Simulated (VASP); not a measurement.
Set up this calculation in VASP 6.6.1, as the native input.

```
Task                   : single point
Functional             : PBE
Potentials or basis    : VASP PAW PBE potentials, release 64 (Co)
Cutoff                 : 600 eV
k mesh                 : 8 × 8 × 8
Occupations            : fermi-dirac, width 0.1 eV
Spin                   : collinear spin, ferromagnetic start
Starting moments       : [2.01] μB
Dipole correction      : no
Further INCAR settings : ALGO = Normal; EDIFF = 1e-06; NBANDS = 14
```

The structure of Co lies in POSCAR:

```
Co
1.0
   -1.3570000000      1.3570000000      1.3570000000
    1.3570000000     -1.3570000000      1.3570000000
    1.3570000000      1.3570000000     -1.3570000000
Co
1
Direct
    0.0000000000      0.0000000000      0.0000000000
```

These files were run (other wordings do the same):

INCAR

```
SYSTEM = Co
PREC     = Accurate       ! precision mode
ENCUT    = 600            ! plane-wave cutoff, eV
EDIFF    = 1E-6           ! SCF threshold, eV
ISMEAR   = -1             ! smearing method
SIGMA    = 0.1            ! smearing width, eV
LREAL    = .False.        ! projectors in reciprocal space
LASPH    = .True.         ! aspherical terms in the spheres
NELM     = 200            ! most SCF steps
ALGO     = Normal         ! electronic algorithm
ISIF     = 2              ! what is computed and relaxed
LWAVE    = .False.        ! write WAVECAR
LCHARG   = .False.        ! write CHGCAR
ISPIN    = 2              ! spin polarisation
MAGMOM   = 2.01           ! initial moments
LORBIT   = 11             ! projections on sites
LMAXMIX  = 4              ! l up to which the mixer works
GGA      = PE             ! functional
NBANDS   = 14             ! bands
GGA_COMPAT= .False.
```

KPOINTS

```
regular mesh
0
Gamma
  8 8 8
  0 0 0
```

Potentials or basis: VASP PAW PBE potentials, release 64 (Co).

The run is started by

```sh
$ cat potpaw_PBE.64/Co/POTCAR > POTCAR
$ mpirun -np 1 vasp_std > vasp.out
```

It gave:

- Pressure: 27.6 GPa
- Net moment: 1.76 μB per cell
- Site moments: Co +1.76 μB
- Valence electrons inside the program's atomic spheres: Co 8.44

Caveat: the k points lie up to 0.41 Å⁻¹ apart.

Run time: 11 s on 1 thread of Intel(R) Xeon(R) Platinum 8259CL CPU @ 2.50GHz (Skylake/Cascade Lake), on a shared host, peak memory 0.14 GiB.
